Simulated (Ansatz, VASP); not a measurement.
## One calculation of Tl, two programs

```
Tl
1.0
     3.59028    0.00000    0.00000
    -1.79514    3.10928    0.00000
     0.00000    0.00000    5.64194
Tl
2
Direct
  0.33333 0.66667 0.25000
  0.66667 0.33333 0.75000
```

Alike in both runs: task single point; functional PBE; k mesh 11 × 11 × 6; occupations fermi-dirac, width 0.1 eV; no spin polarisation.

```csv
,VASP,Ansatz
version,VASP 6.6.1,Ansatz 0.2.0
potentials or method,"VASP PAW PBE potentials, release 64 (Tl_d), cutoff 520 eV","plane waves (420 eV) with PAW, scalar-relativistic"
valence electrons in the cell,26,26
```

Ansatz gave:

```
pressure (GPa) : 0.0
```

**Question.** What did VASP give for the same quantities?

**Answer.** Pressure (GPa): -0.1.

With one functional, cell and mesh, what is left measures potentials, basis and numerics.

Spin-orbit coupling is off throughout.
